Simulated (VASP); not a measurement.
Input of a VASP 6.6.1 run:

Contents of INCAR:

```
PREC = Accurate
ENCUT = 520
EDIFF = 1E-7
ISMEAR = 0
SIGMA = 0.1
LREAL = False
LASPH = True
NELM = 100
ALGO = Fast
ISIF = 2
LWAVE = False
LCHARG = False
GGA = PE
NBANDS = 22
```

Contents of KPOINTS:

```
Automatic mesh
0
Gamma
  18 18 3
```

Contents of POSCAR:

```
Al
1.0
    2.8562282768      0.0000000000      0.0000000000
   -1.4281141384      2.4735662467      0.0000000000
    0.0000000000      0.0000000000     18.7685041516
Al
8
Direct
    0.0000000000      0.0000000000      0.0000000000
    0.3333333333      0.6666666667      0.1260728355
    0.0000000000      0.0000000000      0.2508612748
    0.6666666667      0.3333333333      0.3745446890
    0.3333333333      0.6666666667      0.5000000000
    0.6666666667      0.3333333333      0.6254553110
    0.0000000000      0.0000000000      0.7491387252
    0.3333333333      0.6666666667      0.8739271645
```

Potentials or basis: VASP PAW PBE potentials, release 64 (Al).

The run is started by

```console
$ cat potpaw_PBE.64/Al/POTCAR > POTCAR
$ mpirun -np 1 vasp_std > vasp.out
```

Estimate the pressure.

0.0 GPa.

Predict the band gap on the k mesh.

zero (bands 12 and 13 overlap by 5.55 eV).

Estimate the largest force.

0.003 eV/Å.

Forces in eV/Å, atoms in the order of the input:
```
Al   0.000  0.000  0.000
Al   0.000  0.000  0.003
Al   0.000  0.000 -0.001
Al   0.000  0.000 -0.001
Al   0.000  0.000  0.000
Al   0.000  0.000  0.001
Al   0.000  0.000  0.001
Al   0.000  0.000 -0.003
```
